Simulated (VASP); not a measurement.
# In (Im-3m) in VASP: notebook

Runs on In. Level: PBE. Tasks: single point.

All numbers are computed with VASP 6.6.1; they aren't measurements. Logs are shortened: lines on timing, memory, paths and dates and some standing lists are left out, and cuts for length are marked.

**1. The cell of the first run**

It takes space group Im-3m (No. 229, cubic). The conventional cell has a = 3.765 Å, b = 3.765 Å, c = 3.765 Å, α = 90.00°, β = 90.00°, γ = 90.00°. In (site symmetry m-3m) has 14 In at 3.26 to 3.77 Å within 4.3 Å.

**2. Single point, PBE**

Input file INCAR:

```
PREC = Accurate ; ENCUT = 520
EDIFF = 1E-6 ; ISMEAR = 0
SIGMA = 0.011 ; LREAL = False
LASPH = True ; NELM = 100
ALGO = Fast ; ISIF = 2
LWAVE = False ; LCHARG = False
GGA = PE ; NBANDS = 12
```

Input file KPOINTS:

```
Automatic mesh
0
Gamma
  10 10 10
```

Input file POSCAR:

```
In
1.0
   -1.8825252400      1.8825252400      1.8825252400
    1.8825252400     -1.8825252400      1.8825252400
    1.8825252400      1.8825252400     -1.8825252400
In
1
Direct
    0.0000000000      0.0000000000      0.0000000000
```

Potentials or basis: VASP PAW PBE potentials, release 64 (In_d).

Command:

```bash
$ cat potpaw_PBE.64/In_d/POTCAR > POTCAR
$ mpirun -np 1 vasp_std > vasp.out
```

OUTCAR:

```text
PREC = Accurate
   ENCUT = 520
   EDIFF = 1E-6
   ISMEAR = 0
   LREAL = False
   LASPH = True
   NELM = 100
   ISIF = 2
   GGA = PE

 ion  position               nearest neighbor table
   1  0.000  0.000  0.000-

  LATTYP: Found a body centered cubic cell.
 ALAT       =     3.7650504800

  Lattice vectors:

 A1 = (  -1.8825252400,   1.8825252400,   1.8825252400)
 A2 = (   1.8825252400,  -1.8825252400,   1.8825252400)
 A3 = (   1.8825252400,   1.8825252400,  -1.8825252400)

Analysis of symmetry for initial positions (statically):
=====================================================================
 Subroutine PRICEL returns:
 Original cell was already a primitive cell.

 Routine SETGRP: Setting up the symmetry group for a
 body centered cubic supercell.

 Subroutine GETGRP returns: Found 48 space group operations
 (whereof 48 operations were pure point group operations)
 out of a pool of 48 trial point group operations.

The static configuration has the point symmetry O_h .

Analysis of symmetry for dynamics (positions and initial velocities):
=====================================================================
 Subroutine PRICEL returns:
 Original cell was already a primitive cell.

 Routine SETGRP: Setting up the symmetry group for a
 body centered cubic supercell.

 Subroutine GETGRP returns: Found 48 space group operations
 (whereof 48 operations were pure point group operations)
 out of a pool of 48 trial point group operations.

The dynamic configuration has the point symmetry O_h .

 Subroutine INISYM returns: Found 48 space group operations
 (whereof 48 operations are pure point group operations),
 and found     1 'primitive' translations

----------------------------------------------------------------------------------------

                                     Primitive cell

  volume of cell :      26.6859

  direct lattice vectors                    reciprocal lattice vectors
    -1.882525240  1.882525240  1.882525240     0.000000000  0.265600689  0.265600689
     1.882525240 -1.882525240  1.882525240     0.265600689  0.000000000  0.265600689
     1.882525240  1.882525240 -1.882525240     0.265600689  0.265600689  0.000000000

  length of vectors
     3.260629362  3.260629362  3.260629362     0.375616096  0.375616096  0.375616096

  position of ions in fractional coordinates (direct lattice)
     0.000000000  0.000000000  0.000000000

  ion indices of the primitive-cell ions
   primitive index   ion index
                 1           1

----------------------------------------------------------------------------------------

 KPOINTS: Automatic mesh

Automatic generation of k-mesh.
 Grid dimensions read from file:
 generate k-points for:   10   10   10

 Generating k-lattice:

  Cartesian coordinates                     Fractional coordinates (reciprocal lattice)
     0.000000000  0.026560069  0.026560069     0.100000000  0.000000000  0.000000000
     0.026560069  0.000000000  0.026560069     0.000000000  0.100000000  0.000000000
     0.026560069  0.026560069  0.000000000     0.000000000  0.000000000  0.100000000

  Length of vectors
     0.037561610  0.037561610  0.037561610

  Shift w.r.t. Gamma in fractional coordinates (k-lattice)
     0.000000000  0.000000000  0.000000000

 Subroutine IBZKPT returns following result:
 ===========================================

 Found     47 irreducible k-points:

 Following reciprocal coordinates:
            Coordinates               Weight
  0.000000  0.000000  0.000000      1.000000
  0.100000  0.000000  0.000000     12.000000
  0.200000  0.000000  0.000000     12.000000
  0.300000  0.000000  0.000000     12.000000
  0.400000  0.000000  0.000000     12.000000
  0.500000  0.000000  0.000000      6.000000
[... 16 lines left out ...]
  0.300000  0.300000  0.100000      8.000000
 -0.300000  0.300000  0.100000     24.000000
 [... further k-points ...]
   k-points           NKPTS =     47   k-points in BZ     NKDIM =     47   number of bands    NBANDS=     12
   number of dos      NEDOS =    301   number of ions     NIONS =      1
   total plane-waves  NPLWV =  13824
   dimension x,y,z NGX =    24 NGY =   24 NGZ =   24
   dimension x,y,z NGXF=    48 NGYF=   48 NGZF=   48
   ions per type =               1
   NGX,Y,Z   is equivalent  to a cutoff of  12.24, 12.24, 12.24 a.u.
   NGXF,Y,Z  is equivalent  to a cutoff of  24.47, 24.47, 24.47 a.u.
 SYSTEM =  unknown system
   PREC   = accura    normal or accurate (medium, high low for compatibility)
   ISTART =      0    job   : 0-new  1-cont  2-samecut
   ICHARG =      2    charge: 1-file 2-atom 10-const
   ISPIN  =      1    spin polarized calculation?
   LNONCOLLINEAR =      F non collinear calculations
   LSORBIT =      F    spin-orbit coupling
   LASPH  =      T    aspherical Exc in radial PAW
   ENCUT  =  520.0 eV  38.22 Ry    6.18 a.u.   6.06  6.06  6.06*2*pi/ulx,y,z
   NELM   =    100;   NELMIN=  2; NELMDL= -5     # of ELM steps
   EDIFF  = 0.1E-05   stopping-criterion for ELM
   LREAL  =      F    real-space projection
   EDIFFG = 0.1E-04   stopping-criterion for IOM
   NSW    =      0    number of steps for IOM
   IBRION =     -1    ionic relax: 0-MD 1-quasi-New 2-CG
   NFREE  =      0    steps in history (QN), initial steepest desc. (CG)
   ISIF   =      2    stress and relaxation
   ISYM   =      2    0-nonsym 1-usesym 2-fastsym
   POTIM  = 0.5000    time-step for ionic-motion
   TEBEG  =    0.0;   TEEND  =   0.0 temperature during run
   PSTRESS=    0.0 pullay stress
   NELECT =      13.0000    total number of electrons
   NUPDOWN=      -1.0000    fix difference up-down
   EMIN   =  10.00;   EMAX   =-10.00  energy-range for DOS
   EFERMI =   0.00;   METHOD = LEGACY
   ISMEAR =     0;   SIGMA  =   0.01  broadening in eV -4-tet -1-fermi 0-gaus
   EFERMI_NEDOS =   21; number of points for ismear=-14 and -15
   IALGO  =     68    algorithm
   IMIX   =      4    mixing-type and parameters
     AMIX     =   0.40;   BMIX     =  1.00
     AMIX_MAG =   1.60;   BMIX_MAG =  1.00
  volume/ion in A,a.u.               =      26.69       180.09
  Fermi-wavevector in a.u.,A,eV,Ry     =   1.288136  2.434225 22.576080  1.659295
  Thomas-Fermi vector in A             =   2.420108
   LORBIT       =      0    0 simple, 1 ext, 2 COOP (PROOUT), +10 PAW based schemes
   GGA     = PE    functional components
   LHFCALC =     F    Hartree Fock is set to
   AEXX    =    0.0000 exact exchange contribution
   IVDW    =     0    specifies the selected vdW correction
   LEPSILON=     F    determine dielectric tensor
   LRPA    =     F    only Hartree local field effects (RPA)
 non-spin polarized calculation
 RMM-DIIS sequential band-by-band and
 Gauss-broadening in eV      SIGMA  =   0.01
  energy-cutoff  :      520.00
  volume of cell :       26.69
 maximum number of plane-waves:       736
   NGX = 13   NGY = 13   NGZ = 13

 number of electron      13.0000005 magnetization

 Free energy of the ion-electron system (eV)
  ---------------------------------------------------
  ext. energy  EPLUGINS =         0.00000000
  ---------------------------------------------------
  free energy    TOTEN  =        -2.54728879 eV

  energy without entropy =       -2.54689833  energy(sigma->0) =       -2.54709356

 E-fermi :   7.2614     XC(G=0): -10.1615

 val. band max:        7.2314213409   @ k =   0.2000   0.2000   0.2000
 cond. band min:       7.2631208143   @ k =   0.3000   0.3000   0.0000
 fundamental gap:      0.0316994734
 Fermi energy:         7.2614144392

 k-point     1 :       0.0000    0.0000    0.0000
  band No.  band energies     occupation
      1      -7.3630      2.00000
      2      -7.3630      2.00000
      3      -7.3630      2.00000
      4      -7.0990      2.00000
      5      -7.0990      2.00000
      6      -2.1027      2.00000
      7      18.2014      0.00000
      8      18.2014      0.00000
      9      18.2014      0.00000
     10      20.2487      0.00000
     11      20.2487      0.00000
     12      20.2487      0.00000

 k-point     2 :       0.1000    0.0000    0.0000
  band No.  band energies     occupation
      1      -7.3732      2.00000
      2      -7.3538      2.00000
      3      -7.3240      2.00000
      4      -7.1097      2.00000
      5      -7.0995      2.00000
      6      -1.8743      2.00000
      7      16.1259      0.00000
      8      17.2265      0.00000
      9      17.6747      0.00000
     10      19.1991      0.00000
     11      19.5164      0.00000
     12      20.1119      0.00000

 k-point     3 :       0.2000    0.0000    0.0000
  band No.  band energies     occupation
      1      -7.3997      2.00000
      2      -7.3406      2.00000
      3      -7.2199      2.00000
      4      -7.1304      2.00000
      5      -7.1004      2.00000
      6      -1.1810      2.00000
      7      12.6645      0.00000
      8      15.6460      0.00000
      9      16.5176      0.00000
     10      18.3631      0.00000
     11      18.5642      0.00000
     12      20.6543      0.00000

 k-point     4 :       0.3000    0.0000    0.0000
  band No.  band energies     occupation
      1      -7.4324      2.00000
      2      -7.3524      2.00000
      3      -7.1345      2.00000
      4      -7.1011      2.00000
      5      -7.0876      2.00000
      6      -0.0111      2.00000
      7       9.3504      0.00000
      8      14.3076      0.00000
      9      15.4727      0.00000
     10      17.7750      0.00000
     11      17.8623      0.00000
     12      21.8059      0.00000

 k-point     5 :       0.4000    0.0000    0.0000
  band No.  band energies     occupation
      1      -7.4587      2.00000
      2      -7.3827      2.00000
      3      -7.1211      2.00000
      4      -7.1014      2.00000
      5      -6.9773      2.00000
      6       1.6286      2.00000
      7       6.3922      2.00000
      8      13.4372      0.00000
      9      14.7976      0.00000
     10      17.4392      0.00000
     11      17.4441      0.00000
     12      23.3097      0.00000

 k-point     6 :       0.5000    0.0000    0.0000
  band No.  band energies     occupation
      1      -7.4687      2.00000
      2      -7.3976      2.00000
      3      -7.1134      2.00000
      4      -7.1014      2.00000
      5      -6.9345      2.00000
      6       3.3819      2.00000
      7       4.1957      2.00000
      8      13.1361      0.00000
      9      14.5665      0.00000
     10      17.3058      0.00000
     11      17.3318      0.00000
     12      24.5108      0.00000

 k-point     7 :       0.1000    0.1000    0.0000
  band No.  band energies     occupation
      1      -7.3795      2.00000
      2      -7.3536      2.00000
      3      -7.2525      2.00000
      4      -7.1264      2.00000
      5      -7.1004      2.00000
      6      -1.4131      2.00000
      7      14.1293      0.00000
      8      15.0650      0.00000
      9      16.4947      0.00000
     10      19.2826      0.00000
     11      19.3545      0.00000
     12      20.5508      0.00000

 k-point     8 :       0.2000    0.1000    0.0000
  band No.  band energies     occupation
      1      -7.4051      2.00000
      2      -7.3431      2.00000
      3      -7.1490      2.00000
      4      -7.1393      2.00000
      5      -7.1009      2.00000
      6      -0.4802      2.00000
      7      11.0474      0.00000
      8      13.3948      0.00000
      9      15.3146      0.00000
     10      18.5965      0.00000
     11      19.8579      0.00000
     12      20.6509      0.00000
[... 166 lines left out ...]
 k-point    20 :       0.2000    0.2000    0.1000
  band No.  band energies     occupation
      1      -7.4066      2.00000
      2      -7.3430      2.00000
      3      -7.1166      2.00000
      4      -7.1121      2.00000
      5      -7.0626      2.00000
      6       1.8544      2.00000
      7       8.1689      0.00000
      8       9.6354      0.00000
      9      11.4858      0.00000
     10      22.2783      0.00000
     11      22.5207      0.00000
     12      23.9771      0.00000

 k-point    21 :       0.3000    0.2000    0.1000
  band No.  band energies     occupation
      1      -7.4094      2.00000
      2      -7.3024      2.00000
      3      -7.1218      2.00000
      4      -7.1071      2.00000
      5      -7.0722      2.00000
      6       3.5968      2.00000
      7       6.1454      2.00000
      8       8.6341      0.00000
      9      11.0146      0.00000
     10      22.1091      0.00000
     11      23.8935      0.00000
     12      24.1381      0.00000

 k-point    22 :      -0.2000    0.2000    0.1000
  band No.  band energies     occupation
      1      -7.3600      2.00000
      2      -7.3198      2.00000
      3      -7.2269      2.00000
      4      -7.1630      2.00000
      5      -7.1010      2.00000
      6      -0.9505      2.00000
      7      12.8186      0.00000
      8      14.6370      0.00000
      9      15.4012      0.00000
     10      17.5913      0.00000
     11      19.8332      0.00000
     12      20.1813      0.00000

 k-point    23 :       0.3000    0.3000    0.1000
  band No.  band energies     occupation
      1      -7.4006      2.00000
      2      -7.2072      2.00000
      3      -7.2072      2.00000
      4      -7.0953      2.00000
      5      -7.0953      2.00000
      6       4.6572      2.00000
      7       6.5605      2.00000
      8       6.5605      2.00000
      9      10.7589      0.00000
     10      23.6027      0.00000
     11      23.6027      0.00000
     12      24.1602      0.00000

 k-point    24 :      -0.3000    0.3000    0.1000
  band No.  band energies     occupation
      1      -7.3904      2.00000
      2      -7.3281      2.00000
      3      -7.1674      2.00000
      4      -7.1132      2.00000
      5      -7.0933      2.00000
      6       0.2186      2.00000
      7       9.5510      0.00000
      8      13.3807      0.00000
      9      14.5213      0.00000
     10      18.1575      0.00000
     11      19.0916      0.00000
     12      19.9336      0.00000

 [... further k-points ...]
[... 5 lines left out ...]
  --------------------------------------------------------------------------------------
  -------------------------------------------------------------------------------------
  Total        0.2688051      0.2688051      0.2688051     -0.0000000      0.0000000     -0.0000000
  in kB       16.1385925     16.1385925     16.1385925     -0.0000000      0.0000000     -0.0000000
  external PRESSURE =      16.1385925 kB  Pullay stress =       0.0000000 kB

 VOLUME and BASIS-vectors are now :
 -----------------------------------------------------------------------------
  energy-cutoff  :      520.00
  volume of cell :       26.69
      direct lattice vectors                 reciprocal lattice vectors
    -1.882525240  1.882525240  1.882525240     0.000000000  0.265600689  0.265600689
     1.882525240 -1.882525240  1.882525240     0.265600689  0.000000000  0.265600689
     1.882525240  1.882525240 -1.882525240     0.265600689  0.265600689  0.000000000

 POSITION                                       TOTAL-FORCE (eV/Angst)
 -----------------------------------------------------------------------------------
      0.00000      0.00000      0.00000         0.000000      0.000000     -0.000000
 -----------------------------------------------------------------------------------
    total drift:                                0.000000      0.000000      0.000000

  FREE ENERGIE OF THE ION-ELECTRON SYSTEM (eV)
  ---------------------------------------------------
  free  energy   TOTEN  =        -2.5472887878 eV

  energy  without entropy=       -2.5468983255  energy(sigma->0) =       -2.54709356
```

Run time: 4.7 s. Hardware: 1 thread of Intel Xeon 6975P-C (Granite Rapids), shared host; peak memory 0.14 GiB.

What came out:

| Quantity | Value |
| --- | --- |
| Free energy | -2.5473 eV |
| Pressure | 1.6 GPa |

Caveat: spin-orbit coupling is left out, which moves the levels of the heavy elements.

(Part 1 of 2 ends here.)
